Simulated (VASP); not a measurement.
Zr: relaxation of shape and atoms at fixed volume with PBE

Crystal: Zr.

```
Zr
1.0
     2.42853    0.00000    0.00000
    -1.21426    2.10317    0.00000
     0.00000    0.00000    2.43006
Zr
1
Direct
  0.00000 0.00000 0.00000
```

This isn't the form of Zr at room conditions, which is hcp.

```json
{"Program": "VASP 6.6.1", "Task": "relaxation of shape and atoms at fixed volume", "Functional": "PBE", "Potentials or basis": "VASP PAW PBE potentials, release 64 (Zr_sv)", "Cutoff": "600 eV", "k mesh": "16 × 16 × 14", "Occupations": "fermi-dirac, width 0.1 eV", "Spin": "no spin polarisation", "Dipole correction": "no", "Further INCAR settings": "ALGO = Normal; EDIFF = 1e-06; IBRION = 2; EDIFFG = -0.005; NSW = 50; ISIF = 4"}
```

- Energy gained by relaxing: 18.0 meV/atom
- Ionic steps: 16
- Pressure after relaxing: 174.4 GPa
- Band gap on the k mesh: zero (bands 6 and 7 overlap by 3.85 eV)

Step by step:
```tsv
step	energy change (eV)	largest force (eV/Å)	pressure (GPa)	volume (Å³)
1	0.0000	0.0000	175.08	12.41
2	0.1456	0.0000	178.35	12.41
3	-0.0178	0.0000	174.49	12.41
4	-0.0180	0.0000	174.43	12.41
5	-0.0180	0.0000	174.43	12.41
6	-0.0180	0.0000	174.43	12.41
7	-0.0180	0.0000	174.43	12.41
8	-0.0180	0.0000	174.43	12.41
9	-0.0180	0.0000	174.43	12.41
10	-0.0180	0.0000	174.43	12.41
11	-0.0180	0.0000	174.43	12.41
12	-0.0180	0.0000	174.43	12.41
13	-0.0180	0.0000	174.43	12.41
14	-0.0180	0.0000	174.43	12.41
15	-0.0180	0.0000	174.43	12.41
16	-0.0180	0.0000	174.44	12.41
```

Final structure:
```
CELL_PARAMETERS angstrom
2.44852 0.00000 0.00000
-1.22426 2.12048 0.00000
0.00000 0.00000 2.39055
ATOMIC_POSITIONS crystal
Zr 0.00000 0.00000 0.00000
```

Levels at points of the mesh, in eV from the Fermi level:
```tsv
k point	band 2	band 3	band 4	band 5	band 6	band 7	band 8	band 9	band 10
(0.00, 0.00, 0.00)	-24.43	-23.70	-23.70	-4.84	-4.12	1.02	1.02	11.03	11.03
(0.50, 0.00, 0.00)	-29.99	-25.16	-23.49	-5.56	-1.05	3.00	5.21	9.21	12.22
(0.00, 0.00, 0.50)	-29.79	-23.16	-23.16	-1.16	2.45	2.45	3.00	5.01	5.01
(0.50, 0.00, 0.50)	-29.01	-28.25	-24.54	-7.29	-3.38	2.10	7.82	12.91	14.47
```

Wall time 2.9 min on 1 thread of Intel Xeon 8259CL (shared host), peak memory 0.16 GiB.
